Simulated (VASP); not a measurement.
# In (Im-3m) in VASP: further runs, part 2 of 2

VASP 6.6.1.

## Step 3: Single point, PBE

Contents of INCAR:

```
PREC = Accurate
ENCUT = 520
EDIFF = 1E-6
ISMEAR = 0
SIGMA = 0.022
LREAL = F
LASPH = T
NELM = 60
ALGO = Fast
ISIF = 2
LWAVE = F
LCHARG = F
GGA = PE
NBANDS = 12
```

Contents of KPOINTS:

```
regular mesh
0
Gamma
  10 10 10
```

Contents of POSCAR:

```
In
1.0
   -1.8825252400      1.8825252400      1.8825252400
    1.8825252400     -1.8825252400      1.8825252400
    1.8825252400      1.8825252400     -1.8825252400
In
1
Direct
    0.0000000000      0.0000000000      0.0000000000
```

Potentials or basis: VASP PAW PBE potentials, release 64 (In_d).

On the command line:

```bash
$ cat potpaw_PBE.64/In_d/POTCAR > POTCAR
$ mpirun -np 1 vasp_std > vasp.out
```

OUTCAR:

```text
PREC = Accurate
   ENCUT = 520
   EDIFF = 1E-6
   ISMEAR = 0
   LREAL = F
   LASPH = T
   NELM = 60
   ISIF = 2
   GGA = PE

 ion  position               nearest neighbor table
   1  0.000  0.000  0.000-

  LATTYP: Found a body centered cubic cell.
 ALAT       =     3.7650504800

  Lattice vectors:

 A1 = (  -1.8825252400,   1.8825252400,   1.8825252400)
 A2 = (   1.8825252400,  -1.8825252400,   1.8825252400)
[... 538 lines left out ...]
     10      18.1578      0.00000
     11      19.0918      0.00000
     12      19.9338      0.00000

 [... further k-points ...]

------------------------ aborting loop because EDIFF is reached ----------------------------------------

  FORCE on cell =-STRESS in cart. coord.  units (eV):
  Direction    XX          YY          ZZ          XY          YZ          ZX
  --------------------------------------------------------------------------------------
  -------------------------------------------------------------------------------------
  Total        0.2597410      0.2597410      0.2597410      0.0000000      0.0000000      0.0000000
  in kB       15.5943996     15.5943996     15.5943996      0.0000000      0.0000000      0.0000000
  external PRESSURE =      15.5943996 kB  Pullay stress =       0.0000000 kB

 VOLUME and BASIS-vectors are now :
 -----------------------------------------------------------------------------
  energy-cutoff  :      520.00
  volume of cell :       26.69
      direct lattice vectors                 reciprocal lattice vectors
    -1.882525240  1.882525240  1.882525240     0.000000000  0.265600689  0.265600689
     1.882525240 -1.882525240  1.882525240     0.265600689  0.000000000  0.265600689
     1.882525240  1.882525240 -1.882525240     0.265600689  0.265600689  0.000000000

 POSITION                                       TOTAL-FORCE (eV/Angst)
 -----------------------------------------------------------------------------------
      0.00000      0.00000      0.00000        -0.000000     -0.000000      0.000000
 -----------------------------------------------------------------------------------
    total drift:                               -0.000000      0.000000      0.000000

  FREE ENERGIE OF THE ION-ELECTRON SYSTEM (eV)
  ---------------------------------------------------
  free  energy   TOTEN  =        -2.5476881261 eV

  energy  without entropy=       -2.5468647076  energy(sigma->0) =       -2.54727642
```

OSZICAR:

```text
N       E                     dE             d eps       ncg     rms          rms(c)
DAV:   1     0.772253280122E+02    0.77225E+02   -0.63266E+03  1156   0.136E+03
DAV:   2     0.125467984135E+01   -0.75971E+02   -0.73965E+02  1200   0.290E+02
DAV:   3    -0.248308992451E+01   -0.37378E+01   -0.37294E+01  1380   0.641E+01
DAV:   4    -0.257104866010E+01   -0.87959E-01   -0.87929E-01  1444   0.977E+00
DAV:   5    -0.257444271147E+01   -0.33941E-02   -0.33939E-02  1472   0.166E+00    0.219E+00
RMM:   6    -0.255217726665E+01    0.22265E-01   -0.28358E-02  1381   0.264E+00    0.117E+00
RMM:   7    -0.254779751023E+01    0.43798E-02   -0.11244E-02  1325   0.136E+00    0.245E-01
RMM:   8    -0.254761331216E+01    0.18420E-03   -0.16253E-03  1515   0.630E-01    0.534E-02
RMM:   9    -0.254767570422E+01   -0.62392E-04   -0.56481E-04  1691   0.253E-01    0.552E-02
RMM:  10    -0.254768162011E+01   -0.59159E-05   -0.16770E-04  1536   0.230E-01    0.655E-03
RMM:  11    -0.254768792460E+01   -0.63045E-05   -0.69141E-05  1744   0.895E-02    0.126E-02
RMM:  12    -0.254768791281E+01    0.11790E-07   -0.12235E-05  1572   0.423E-02    0.314E-02
RMM:  13    -0.254768812608E+01   -0.21327E-06   -0.30435E-06  1023   0.160E-02
   1 F= -.25476881E+01 E0= -.25472764E+01  d E =-.823418E-03
```

Run time: 12 s. Hardware: 1 thread of AMD EPYC 7R13 (Zen 3), shared host; peak memory 0.11 GiB.

What came out:

```yaml
Free_energy: -2.5477 eV
Pressure: 1.6 GPa
```

Caveat: spin-orbit coupling is left out, which moves the levels of the heavy elements.

## Step 4: Single point, PBE

Contents of INCAR:

```
SYSTEM = In
PREC     = Accurate       ! precision mode
ENCUT    = 520            ! plane-wave cutoff, eV
EDIFF    = 1E-7           ! SCF threshold, eV
ISMEAR   = 0              ! smearing method
SIGMA    = 0.023          ! smearing width, eV
LREAL    = .False.        ! projectors in reciprocal space
LASPH    = .True.         ! aspherical terms in the spheres
NELM     = 100            ! most SCF steps
ALGO     = Fast           ! electronic algorithm
ISIF     = 2              ! what is computed and relaxed
LWAVE    = .False.        ! write WAVECAR
LCHARG   = .True.         ! write CHGCAR
GGA      = PE             ! functional
LELF     = .True.         ! ELF
LVHAR    = .True.       
NBANDS   = 12             ! bands
```

Contents of KPOINTS:

```
Automatic mesh
0
Gamma
  10 10 10
  0 0 0
```

POSCAR is that of step 3.

On the command line:

```bash
$ cat potpaw_PBE.64/In_d/POTCAR > POTCAR
$ mpirun -np 1 vasp_std > vasp.out
```

Run time: 18 s. Hardware: 1 thread of AMD EPYC 7R13 (Zen 3), shared host; peak memory 0.11 GiB.

Results (log left out):

```
Free energy : -2.5477 eV
Pressure    : 1.5 GPa
```

Levels at points of the mesh, in eV from the Fermi level:
```
           k point  band 3  band 4  band 5  band 6  band 7  band 8  band 9  band 10
(0.00, 0.00, 0.00)  -14.62  -14.35  -14.35   -9.36   10.94   10.94   10.94    12.99
(0.50, 0.00, 0.00)  -14.37  -14.36  -14.19   -3.88   -3.06    5.88    7.31    10.05
(0.50, 0.50, 0.50)  -14.23  -14.23  -14.23    0.94    1.31    1.31    1.31     5.29
```

Caveat: spin-orbit coupling is left out, which moves the levels of the heavy elements.

## Step 5: Single point, PBE

Contents of INCAR:

```
SYSTEM = In
PREC = Accurate ; ENCUT = 520
EDIFF = 1E-7 ; ISMEAR = 0
SIGMA = 0.024 ; LREAL = .FALSE.
LASPH = .TRUE. ; NELM = 80
ALGO = Normal ; ISIF = 2
LWAVE = .FALSE. ; LCHARG = .TRUE.
GGA = PE ; LELF = .TRUE.
LVHAR = .TRUE. ; NBANDS = 12
```

Contents of KPOINTS:

```
Automatic mesh
0
G
  10 10 10
  0 0 0
```

POSCAR is that of step 4.

Potentials or basis: VASP PAW PBE potentials, release 64 (In_d).

On the command line:

```bash
$ cat potpaw_PBE.64/In_d/POTCAR > POTCAR
$ mpirun -np 1 vasp_std > vasp.out
```

OUTCAR:

```text
SYSTEM = In
   PREC = Accurate
   ENCUT = 520
   EDIFF = 1E-7
   ISMEAR = 0
   LREAL = .FALSE.
   LASPH = .TRUE.
   NELM = 80
   ISIF = 2
   GGA = PE

 ion  position               nearest neighbor table
   1  0.000  0.000  0.000-

  LATTYP: Found a body centered cubic cell.
 ALAT       =     3.7650504800

  Lattice vectors:

 A1 = (  -1.8825252400,   1.8825252400,   1.8825252400)
 A2 = (   1.8825252400,  -1.8825252400,   1.8825252400)
 A3 = (   1.8825252400,   1.8825252400,  -1.8825252400)

[... 529 lines left out ...]
      4      -7.1097      2.00000
      5      -7.0898      2.00000
      6       0.2189      2.00000
      7       9.5515      0.00000
      8      13.3812      0.00000
      9      14.5217      0.00000
     10      18.1578      0.00000
     11      19.0919      0.00000
     12      19.9338      0.00000

 [... further k-points ...]
[... 5 lines left out ...]
  --------------------------------------------------------------------------------------
  -------------------------------------------------------------------------------------
  Total        0.2487738      0.2487738      0.2487738      0.0000000     -0.0000000      0.0000000
  in kB       14.9359463     14.9359463     14.9359463      0.0000000     -0.0000000      0.0000000
  external PRESSURE =      14.9359463 kB  Pullay stress =       0.0000000 kB

 VOLUME and BASIS-vectors are now :
 -----------------------------------------------------------------------------
  energy-cutoff  :      520.00
  volume of cell :       26.69
      direct lattice vectors                 reciprocal lattice vectors
    -1.882525240  1.882525240  1.882525240     0.000000000  0.265600689  0.265600689
     1.882525240 -1.882525240  1.882525240     0.265600689  0.000000000  0.265600689
     1.882525240  1.882525240 -1.882525240     0.265600689  0.265600689  0.000000000

 POSITION                                       TOTAL-FORCE (eV/Angst)
 -----------------------------------------------------------------------------------
      0.00000      0.00000      0.00000         0.000000      0.000000     -0.000000
 -----------------------------------------------------------------------------------
    total drift:                               -0.000000      0.000000      0.000000

  FREE ENERGIE OF THE ION-ELECTRON SYSTEM (eV)
  ---------------------------------------------------
  free  energy   TOTEN  =        -2.5477625288 eV

  energy  without entropy=       -2.5468528454  energy(sigma->0) =       -2.54730769
```

OSZICAR:

```text
N       E                     dE             d eps       ncg     rms          rms(c)
DAV:   1     0.772253015242E+02    0.77225E+02   -0.63266E+03  1156   0.136E+03
DAV:   2     0.125465047439E+01   -0.75971E+02   -0.73965E+02  1200   0.290E+02
DAV:   3    -0.248315111793E+01   -0.37378E+01   -0.37294E+01  1380   0.641E+01
DAV:   4    -0.257111486497E+01   -0.87964E-01   -0.87934E-01  1444   0.977E+00
DAV:   5    -0.257450880554E+01   -0.33939E-02   -0.33938E-02  1472   0.166E+00    0.219E+00
DAV:   6    -0.255241339091E+01    0.22095E-01   -0.34887E-02  1384   0.377E+00    0.108E+00
DAV:   7    -0.254804929569E+01    0.43641E-02   -0.10685E-02  1432   0.191E+00    0.243E-01
DAV:   8    -0.254775532397E+01    0.29397E-03   -0.80650E-04  1480   0.470E-01    0.322E-02
DAV:   9    -0.254776162404E+01   -0.63001E-05   -0.13118E-05  1608   0.463E-02    0.145E-02
DAV:  10    -0.254776252731E+01   -0.90326E-06   -0.12011E-06  1296   0.111E-02    0.138E-03
DAV:  11    -0.254776252882E+01   -0.15111E-08   -0.36458E-08   944   0.214E-03
   1 F= -.25477625E+01 E0= -.25473077E+01  d E =-.909683E-03
```

It took 10 s on 1 thread of AMD EPYC 7R13 (Zen 3), shared host; peak memory 0.11 GiB.

Results:

```
Free energy : -2.5478 eV
Pressure    : 1.5 GPa
```

Levels at points of the mesh, in eV from the Fermi level:
```
           k point  band 2  band 3  band 4  band 5  band 6  band 7  band 8  band 9  band 10  band 11
(0.00, 0.00, 0.00)  -14.62  -14.62  -14.35  -14.35   -9.36   10.94   10.94   10.94    12.99    12.99
(0.50, 0.00, 0.00)  -14.65  -14.37  -14.36  -14.19   -3.88   -3.06    5.88    7.31    10.05    10.07
(0.50, 0.50, 0.50)  -14.72  -14.23  -14.23  -14.23    0.94    1.31    1.31    1.31     5.29     5.29
```

Caveat: spin-orbit coupling is left out, which moves the levels of the heavy elements.

## Step 6: The runs side by side

| smearing | gap on the mesh (eV) | pressure (GPa) |
| --- | --- | --- |
| gaussian 0.017 eV | none | 1.6 |
| gaussian 0.022 eV | none | 1.6 |
| gaussian 0.023 eV | none | 1.5 |
| gaussian 0.024 eV | none | 1.5 |

Alike in all rows: task single point; level PBE; potentials or basis VASP PAW PBE potentials, release 64 (In_d); no spin polarisation; cell as given; k mesh 10 × 10 × 10; cutoff (eV) 520.

Every run on the cell as given and a fine mesh finds a metal.

Caveats: spin-orbit coupling is left out, which moves the levels of the heavy elements.

Total energies depend on the potentials used, so only differences within one code and one set of settings carry meaning.
